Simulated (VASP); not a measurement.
# C (Fm-3m) in VASP: further runs

Runs on C. Level: PBEsol. Tasks: single point.

All numbers are computed with VASP 6.6.1; they aren't measurements. Logs are shortened: lines on timing, memory, paths and dates and some standing lists are left out, and cuts for length are marked.

### Step 1. The cell of the first run

The structure is cubic, space group Fm-3m (No. 225). The conventional cell has a = 3.076 Å, b = 3.076 Å, c = 3.076 Å, α = 90.00°, β = 90.00°, γ = 90.00°. Within 2.9 Å of C (site symmetry m-3m) lie 12 C at 2.18 Å.

### Step 2. Single point, PBEsol (volume scaled by 1.04)

File INCAR:

```
PREC = Accurate
ENCUT = 520
EDIFF = 1E-7
ISMEAR = -1
SIGMA = 0.1
LREAL = False
LASPH = True
NELM = 100
ALGO = Normal
ISIF = 2
LWAVE = False
LCHARG = True
GGA = PS
LELF = True
LVHAR = True
NBANDS = 8
```

File KPOINTS:

```
Automatic mesh
0
Gamma
  20 20 20
```

File POSCAR:

```
C
1.0
    0.0000000000      1.5380222939      1.5380222939
    1.5380222939      0.0000000000      1.5380222939
    1.5380222939      1.5380222939      0.0000000000
C
1
Direct
    0.0000000000      0.0000000000      0.0000000000
```

Potentials or basis: VASP PAW PBE potentials, release 64 (C).

The run is started by

```console
$ cat potpaw_PBE.64/C/POTCAR > POTCAR
$ mpirun -np 1 vasp_std > vasp.out
```

OUTCAR:

```text
PREC = Accurate
   ENCUT = 520
   EDIFF = 1E-7
   ISMEAR = -1
   LREAL = False
   LASPH = True
   NELM = 100
   ISIF = 2
   GGA = PS

 ion  position               nearest neighbor table
   1  0.000  0.000  0.000-

  LATTYP: Found a face centered cubic cell.
 ALAT       =     3.0760445878

  Lattice vectors:

 A1 = (   0.0000000000,   1.5380222939,   1.5380222939)
 A2 = (   1.5380222939,   0.0000000000,   1.5380222939)
 A3 = (   1.5380222939,   1.5380222939,   0.0000000000)

Analysis of symmetry for initial positions (statically):
=====================================================================
 Subroutine PRICEL returns:
 Original cell was already a primitive cell.

 Routine SETGRP: Setting up the symmetry group for a
 face centered cubic supercell.

 Subroutine GETGRP returns: Found 48 space group operations
 (whereof 48 operations were pure point group operations)
 out of a pool of 48 trial point group operations.

The static configuration has the point symmetry O_h .

Analysis of symmetry for dynamics (positions and initial velocities):
=====================================================================
 Subroutine PRICEL returns:
 Original cell was already a primitive cell.

 Routine SETGRP: Setting up the symmetry group for a
 face centered cubic supercell.

 Subroutine GETGRP returns: Found 48 space group operations
 (whereof 48 operations were pure point group operations)
 out of a pool of 48 trial point group operations.

The dynamic configuration has the point symmetry O_h .

 Subroutine INISYM returns: Found 48 space group operations
 (whereof 48 operations are pure point group operations),
 and found     1 'primitive' translations

----------------------------------------------------------------------------------------

                                     Primitive cell

  volume of cell :       7.2764

  direct lattice vectors                    reciprocal lattice vectors
     0.000000000  1.538022294  1.538022294    -0.325092817  0.325092817  0.325092817
     1.538022294  0.000000000  1.538022294     0.325092817 -0.325092817  0.325092817
     1.538022294  1.538022294  0.000000000     0.325092817  0.325092817 -0.325092817

  length of vectors
     2.175091987  2.175091987  2.175091987     0.563077276  0.563077276  0.563077276

  position of ions in fractional coordinates (direct lattice)
     0.000000000  0.000000000  0.000000000

  ion indices of the primitive-cell ions
   primitive index   ion index
                 1           1

----------------------------------------------------------------------------------------

 KPOINTS: Automatic mesh

Automatic generation of k-mesh.
 Grid dimensions read from file:
 generate k-points for:   20   20   20

 Generating k-lattice:

  Cartesian coordinates                     Fractional coordinates (reciprocal lattice)
    -0.016254641  0.016254641  0.016254641     0.050000000  0.000000000  0.000000000
     0.016254641 -0.016254641  0.016254641     0.000000000  0.050000000  0.000000000
     0.016254641  0.016254641 -0.016254641     0.000000000  0.000000000  0.050000000

  Length of vectors
     0.028153864  0.028153864  0.028153864

  Shift w.r.t. Gamma in fractional coordinates (k-lattice)
     0.000000000  0.000000000  0.000000000

 Subroutine IBZKPT returns following result:
 ===========================================

 Found    256 irreducible k-points:

 Following reciprocal coordinates:
            Coordinates               Weight
  0.000000  0.000000  0.000000      1.000000
  0.050000  0.000000  0.000000      8.000000
  0.100000  0.000000  0.000000      8.000000
  0.150000  0.000000  0.000000      8.000000
  0.200000  0.000000  0.000000      8.000000
  0.250000  0.000000  0.000000      8.000000
[... 16 lines left out ...]
 -0.400000  0.050000  0.000000     24.000000
 -0.350000  0.050000  0.000000     24.000000
 [... further k-points ...]
   k-points           NKPTS =    256   k-points in BZ     NKDIM =    256   number of bands    NBANDS=      8
   number of dos      NEDOS =    301   number of ions     NIONS =      1
   total plane-waves  NPLWV =   4096
   dimension x,y,z NGX =    16 NGY =   16 NGZ =   16
   dimension x,y,z NGXF=    32 NGYF=   32 NGZF=   32
   ions per type =               1
   NGX,Y,Z   is equivalent  to a cutoff of  12.23, 12.23, 12.23 a.u.
   NGXF,Y,Z  is equivalent  to a cutoff of  24.46, 24.46, 24.46 a.u.
 SYSTEM =  unknown system
   PREC   = accura    normal or accurate (medium, high low for compatibility)
   ISTART =      0    job   : 0-new  1-cont  2-samecut
   ICHARG =      2    charge: 1-file 2-atom 10-const
   ISPIN  =      1    spin polarized calculation?
   LNONCOLLINEAR =      F non collinear calculations
   LSORBIT =      F    spin-orbit coupling
   LASPH  =      T    aspherical Exc in radial PAW
   ENCUT  =  520.0 eV  38.22 Ry    6.18 a.u.   4.04  4.04  4.04*2*pi/ulx,y,z
   NELM   =    100;   NELMIN=  2; NELMDL= -5     # of ELM steps
   EDIFF  = 0.1E-06   stopping-criterion for ELM
   LREAL  =      F    real-space projection
   EDIFFG = 0.1E-05   stopping-criterion for IOM
   NSW    =      0    number of steps for IOM
   IBRION =     -1    ionic relax: 0-MD 1-quasi-New 2-CG
   NFREE  =      0    steps in history (QN), initial steepest desc. (CG)
   ISIF   =      2    stress and relaxation
   ISYM   =      2    0-nonsym 1-usesym 2-fastsym
   POTIM  = 0.5000    time-step for ionic-motion
   TEBEG  =    0.0;   TEEND  =   0.0 temperature during run
   PSTRESS=    0.0 pullay stress
   NELECT =       4.0000    total number of electrons
   NUPDOWN=      -1.0000    fix difference up-down
   EMIN   =  10.00;   EMAX   =-10.00  energy-range for DOS
   EFERMI =   0.00;   METHOD = LEGACY
   ISMEAR =    -1;   SIGMA  =   0.10  broadening in eV -4-tet -1-fermi 0-gaus
   EFERMI_NEDOS =   21; number of points for ismear=-14 and -15
   IALGO  =     38    algorithm
   IMIX   =      4    mixing-type and parameters
     AMIX     =   0.40;   BMIX     =  1.00
     AMIX_MAG =   1.60;   BMIX_MAG =  1.00
  volume/ion in A,a.u.               =       7.28        49.10
  Fermi-wavevector in a.u.,A,eV,Ry     =   1.341083  2.534279 24.470113  1.798503
  Thomas-Fermi vector in A             =   2.469344
   LORBIT       =      0    0 simple, 1 ext, 2 COOP (PROOUT), +10 PAW based schemes
   GGA     = PS    functional components
   LHFCALC =     F    Hartree Fock is set to
   AEXX    =    0.0000 exact exchange contribution
   IVDW    =     0    specifies the selected vdW correction
   LEPSILON=     F    determine dielectric tensor
   LRPA    =     F    only Hartree local field effects (RPA)
 non-spin polarized calculation
  energy-cutoff  :      520.00
  volume of cell :        7.28
 maximum number of plane-waves:       204
   NGX =  9   NGY =  9   NGZ =  9

 number of electron       4.0000000 magnetization

 Free energy of the ion-electron system (eV)
  ---------------------------------------------------
  ext. energy  EPLUGINS =         0.00000000
  ---------------------------------------------------
  free energy    TOTEN  =        -5.18991616 eV

  energy without entropy =       -5.17727363  energy(sigma->0) =       -5.18359489

 E-fermi :   7.6206     XC(G=0): -12.8139

 val. band max:        7.6132399520   @ k =   0.4000   0.2500   0.0000
 cond. band min:       7.6449692373   @ k =  -0.4500   0.3500   0.1000
 fundamental gap:      0.0317292852
 Fermi energy:         7.6206318996

 k-point     1 :       0.0000    0.0000    0.0000
  band No.  band energies     occupation
      1     -11.1863      2.00000
      2      15.7064      0.00000
      3      15.7064      0.00000
      4      15.7064      0.00000
      5      37.6257      0.00000
      6      37.6257      0.00000
      7      37.6257      0.00000
      8      38.6780      0.00000

 k-point     2 :       0.0500    0.0000    0.0000
  band No.  band energies     occupation
      1     -11.0862      2.00000
      2      15.4012      0.00000
      3      15.6534      0.00000
      4      15.6534      0.00000
      5      36.5679      0.00000
      6      37.7779      0.00000
      7      37.7779      0.00000
      8      38.6333      0.00000

 k-point     3 :       0.1000    0.0000    0.0000
  band No.  band energies     occupation
      1     -10.7863      2.00000
      2      14.5050      0.00000
      3      15.5032      0.00000
      4      15.5032      0.00000
      5      34.9748      0.00000
      6      38.1662      0.00000
      7      38.1662      0.00000
      8      38.4973      0.00000

 k-point     4 :       0.1500    0.0000    0.0000
  band No.  band energies     occupation
      1     -10.2873      2.00000
      2      13.0895      0.00000
      3      15.2803      0.00000
      4      15.2803      0.00000
      5      33.7255      0.00000
      6      38.2638      0.00000
      7      38.5425      0.00000
      8      38.5425      0.00000

 k-point     5 :       0.2000    0.0000    0.0000
  band No.  band energies     occupation
      1      -9.5904      2.00000
      2      11.2767      0.00000
      3      15.0161      0.00000
      4      15.0161      0.00000
      5      32.9070      0.00000
      6      37.9342      0.00000
      7      38.4849      0.00000
      8      38.4849      0.00000

 k-point     6 :       0.2500    0.0000    0.0000
  band No.  band energies     occupation
      1      -8.6973      2.00000
      2       9.2096      0.00000
      3      14.7437      0.00000
      4      14.7437      0.00000
      5      32.4496      0.00000
      6      37.5331      0.00000
      7      37.8614      0.00000
      8      37.8614      0.00000

 k-point     7 :       0.3000    0.0000    0.0000
  band No.  band energies     occupation
      1      -7.6112      2.00000
      2       7.0165      1.99525
      3      14.4890      0.00000
      4      14.4890      0.00000
      5      32.2481      0.00000
      6      37.0016      0.00000
      7      37.0016      0.00000
      8      37.0955      0.00000

 k-point     8 :       0.3500    0.0000    0.0000
  band No.  band energies     occupation
      1      -6.3362      2.00000
      2       4.7984      2.00000
      3      14.2735      0.00000
      4      14.2735      0.00000
      5      32.2062      0.00000
      6      36.1905      0.00000
      7      36.1905      0.00000
      8      36.6776      0.00000

 k-point     9 :       0.4000    0.0000    0.0000
  band No.  band energies     occupation
      1      -4.8794      2.00000
      2       2.6278      2.00000
      3      14.1112      0.00000
      4      14.1112      0.00000
      5      32.2427      0.00000
      6      35.5593      0.00000
      7      35.5593      0.00000
      8      36.3312      0.00000

 k-point    10 :       0.4500    0.0000    0.0000
  band No.  band energies     occupation
      1      -3.2557      2.00000
      2       0.5610      2.00000
      3      14.0106      0.00000
      4      14.0106      0.00000
      5      32.2938      0.00000
      6      35.1647      0.00000
      7      35.1647      0.00000
      8      36.0998      0.00000
[... 78 lines left out ...]
 k-point    18 :       0.3500    0.0500    0.0000
  band No.  band energies     occupation
      1      -6.6953      2.00000
      2       5.6041      2.00000
      3      13.9437      0.00000
      4      14.3674      0.00000
      5      32.1658      0.00000
      6      34.3063      0.00000
      7      37.0008      0.00000
      8      38.5276      0.00000

 k-point    19 :       0.4000    0.0500    0.0000
  band No.  band energies     occupation
      1      -5.2992      2.00000
      2       3.4175      2.00000
      3      13.8309      0.00000
      4      14.1009      0.00000
      5      32.2323      0.00000
      6      33.6837      0.00000
      7      36.2490      0.00000
      8      38.2586      0.00000

 k-point    20 :       0.4500    0.0500    0.0000
  band No.  band energies     occupation
      1      -3.7298      2.00000
      2       1.3146      2.00000
      3      13.7966      0.00000
      4      13.8789      0.00000
      5      32.3327      0.00000
      6      33.2805      0.00000
      7      35.6860      0.00000
      8      38.0637      0.00000

 k-point    21 :       0.5000    0.0500    0.0000
  band No.  band energies     occupation
      1      -2.0450      2.00000
      2      -0.6181      2.00000
      3      13.7151      0.00000
      4      13.8400      0.00000
      5      32.4353      0.00000
      6      33.0967      0.00000
      7      35.3582      0.00000
      8      37.9788      0.00000

 k-point    22 :      -0.4500    0.0500    0.0000
  band No.  band energies     occupation
      1      -2.6046      2.00000
      2      -0.0085      2.00000
      3      13.6202      0.00000
      4      13.9564      0.00000
      5      32.4746      0.00000
      6      33.1790      0.00000
      7      35.2893      0.00000
      8      38.0200      0.00000

 k-point    23 :      -0.4000    0.0500    0.0000
  band No.  band energies     occupation
      1      -4.2709      2.00000
      2       2.0032      2.00000
      3      13.6013      0.00000
      4      14.1373      0.00000
      5      32.4166      0.00000
      6      33.5576      0.00000
      7      35.4893      0.00000
      8      38.1782      0.00000

 k-point    24 :      -0.3500    0.0500    0.0000
  band No.  band energies     occupation
      1      -5.7844      2.00000
      2       4.1404      2.00000
      3      13.6623      0.00000
      4      14.3712      0.00000
      5      32.3308      0.00000
      6      34.1715      0.00000
      7      35.9550      0.00000
      8      38.4213      0.00000

 [... further k-points ...]

------------------------ aborting loop because EDIFF is reached ----------------------------------------

  FORCE on cell =-STRESS in cart. coord.  units (eV):
  Direction    XX          YY          ZZ          XY          YZ          ZX
  --------------------------------------------------------------------------------------
  -------------------------------------------------------------------------------------
  Total       -0.2825080     -0.2825080     -0.2825080     -0.0000000     -0.0000000      0.0000000
  in kB      -62.2047364    -62.2047364    -62.2047364     -0.0000000     -0.0000000      0.0000000
  external PRESSURE =     -62.2047364 kB  Pullay stress =       0.0000000 kB

 VOLUME and BASIS-vectors are now :
 -----------------------------------------------------------------------------
  energy-cutoff  :      520.00
  volume of cell :        7.28
      direct lattice vectors                 reciprocal lattice vectors
     0.000000000  1.538022294  1.538022294    -0.325092817  0.325092817  0.325092817
     1.538022294  0.000000000  1.538022294     0.325092817 -0.325092817  0.325092817
     1.538022294  1.538022294  0.000000000     0.325092817  0.325092817 -0.325092817

 POSITION                                       TOTAL-FORCE (eV/Angst)
 -----------------------------------------------------------------------------------
      0.00000      0.00000      0.00000         0.000000      0.000000      0.000000
 -----------------------------------------------------------------------------------
    total drift:                               -0.000000      0.000000     -0.000000

  FREE ENERGIE OF THE ION-ELECTRON SYSTEM (eV)
  ---------------------------------------------------
  free  energy   TOTEN  =        -5.1899161571 eV

  energy  without entropy=       -5.1772736297  energy(sigma->0) =       -5.18359489
```

Wall time 4.3 s (1 thread of Intel Xeon 6975P-C, shared host); peak memory 0.12 GiB.

Results:

| Item | Value |
| --- | --- |
| Free energy | -5.1899 eV |
| Pressure | -6.2 GPa |
| Band gap on the k mesh | zero (band 2 reaches 15.71 eV, above the bottom of band 3 at 4.10 eV) |

Levels at points of the mesh, in eV from the Fermi level:
| k point | band 1 | band 2 | band 3 | band 4 | band 5 | band 6 |
| --- | --- | --- | --- | --- | --- | --- |
| (0.00, 0.00, 0.00) | -18.81 | 8.09 | 8.09 | 8.09 | 30.01 | 30.01 |
| (0.50, 0.00, 0.00) | -9.38 | -8.71 | 6.36 | 6.36 | 24.70 | 27.41 |
| (0.50, 0.50, 0.00) | -6.80 | -5.43 | 2.30 | 2.30 | 14.68 | 16.22 |

Caveat: the PAW data sets were made with another functional, which shifts forces and pressure a little.

### Step 3. Single point, PBEsol (volume scaled by 1.08)

File INCAR:

```
PREC = Accurate
ENCUT = 520
EDIFF = 1E-6
ISMEAR = -1
SIGMA = 0.1
LREAL = F
LASPH = T
NELM = 100
ALGO = Normal
ISIF = 2
LWAVE = F
LCHARG = F
GGA = PS
NBANDS = 8
```

KPOINTS is that of step 2.

File POSCAR:

```
C
1.0
    0.0000000000      1.5574929975      1.5574929975
    1.5574929975      0.0000000000      1.5574929975
    1.5574929975      1.5574929975      0.0000000000
C
1
Direct
    0.0000000000      0.0000000000      0.0000000000
```

Potentials or basis: VASP PAW PBE potentials, release 64 (C).

The run is started by

```console
$ cat potpaw_PBE.64/C/POTCAR > POTCAR
$ mpirun -np 1 vasp_std > vasp.out
```

Wall time 3.9 s (1 thread of Intel Xeon 6975P-C, shared host); peak memory 0.12 GiB.

The run converged. Its results:

| Property | Result |
| --- | --- |
| Free energy | -5.1745 eV |
| Pressure | -11.6 GPa |
| Band gap on the k mesh | zero (band 2 reaches 14.91 eV, above the bottom of band 3 at 3.79 eV) |

Levels at points of the mesh, in eV from the Fermi level:
```
           k point  band 1  band 2  band 3  band 4  band 5  band 6
(0.00, 0.00, 0.00)  -18.32    7.79    7.79    7.79   29.51   29.51
(0.50, 0.00, 0.00)   -9.26   -8.35    6.14    6.14   24.03   26.98
(0.50, 0.50, 0.00)   -6.50   -5.49    2.26    2.26   14.41   16.08
```

Caveat: the PAW data sets were made with another functional, which shifts forces and pressure a little.

### Step 4. Single point, PBEsol (volume scaled by 1.12)

File INCAR:

```
SYSTEM = C
  ALGO = Normal
  EDIFF = 1E-6
  ENCUT = 520
  GGA = PS
  ISIF = 2
  ISMEAR = -1
  LASPH = .TRUE.
  LCHARG = .FALSE.
  LREAL = .FALSE.
  LWAVE = .FALSE.
  NBANDS = 8
  NELM = 60
  PREC = Accurate
  SIGMA = 0.1
```

File KPOINTS:

```
k-points
0
G
  20 20 20
  0 0 0
```

File POSCAR:

```
C
1.0
    0.0000000000      1.5764886866      1.5764886866
    1.5764886866      0.0000000000      1.5764886866
    1.5764886866      1.5764886866      0.0000000000
C
1
Direct
    0.0000000000      0.0000000000      0.0000000000
```

The run is started by

```console
$ cat potpaw_PBE.64/C/POTCAR > POTCAR
$ mpirun -np 1 vasp_std > vasp.out
```

It took 8.6 s on 1 thread of Intel Xeon 6975P-C, shared host; peak memory 0.12 GiB.

It converged, with:

```yaml
Free_energy: -5.1505 eV
Pressure: -16.0 GPa
Band_gap_on_the_k_mesh: zero (band 2 reaches 14.17 eV, above the bottom of band 3 at 3.50 eV)
```

Levels at points of the mesh, in eV from the Fermi level:
```tsv
k point	band 1	band 2	band 3	band 4	band 5
(0.00, 0.00, 0.00)	-17.86	7.52	7.52	7.52	28.92
(0.50, 0.00, 0.00)	-9.16	-8.01	5.93	5.93	23.40
(0.50, 0.50, 0.00)	-6.23	-5.55	2.21	2.21	14.17
```

Caveat: the PAW data sets were made with another functional, which shifts forces and pressure a little.

### Step 5. The runs side by side

```tsv
cell	gap on the mesh (eV)	pressure (GPa)
a = 2.175 Å, angles 60.0°, 1 atom	none	-6.2
a = 2.203 Å, angles 60.0°, 1 atom	none	-11.6
a = 2.229 Å, angles 60.0°, 1 atom	none	-16.0
```

Alike in all rows: task single point; level PBEsol; potentials or basis VASP PAW PBE potentials, release 64 (C); no spin polarisation; k mesh 20 × 20 × 20; cutoff (eV) 520; smearing fermi-dirac 0.1 eV.

Caveats: the PAW data sets were made with another functional, which shifts forces and pressure a little.

Absolute energies hang on the potentials; compare differences alone.
